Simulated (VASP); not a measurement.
Set up this calculation in VASP 6.6.1, as the native input.

```
Task                   : single point
Functional             : LDA
Potentials or basis    : VASP PAW LDA potentials, release 64 (Rb_sv)
Cutoff                 : 520 eV
k mesh                 : 3 × 3 × 3
Occupations            : fermi-dirac, width 0.1 eV
Spin                   : no spin polarisation
Dipole correction      : no
Further INCAR settings : ALGO = Normal; EDIFF = 1e-06; NBANDS = 10
```

The structure of Rb lies in POSCAR:

```
Rb
1.0
   -2.6859640533      2.6859640533      2.6859640533
    2.6859640533     -2.6859640533      2.6859640533
    2.6859640533      2.6859640533     -2.6859640533
Rb
1
Direct
    0.0000000000      0.0000000000      0.0000000000
```

These files were run (other wordings do the same):

INCAR

```
SYSTEM = Rb
ALGO = Normal
EDIFF = 1E-6
ENCUT = 520
GGA = CA
ISIF = 2
ISMEAR = -1
LASPH = .True.
LCHARG = .False.
LREAL = .False.
LWAVE = .False.
NBANDS = 10
NELM = 100
PREC = Accurate
SIGMA = 0.1
```

KPOINTS

```
k-points
0
Gamma
  3 3 3
  0 0 0
```

Potentials or basis: VASP PAW LDA potentials, release 64 (Rb_sv).

Launch:

```bash
$ cat potpaw_LDA.64/Rb_sv/POTCAR > POTCAR
$ mpirun -np 1 vasp_std > vasp.out
```

Results of the run:

The pressure is -0.1 GPa.

Caveat: the k points lie up to 0.55 Å⁻¹ apart.

Wall time 6.3 s on 1 thread of Intel Xeon 6975P-C, with other jobs on the host, peak memory 0.16 GiB.
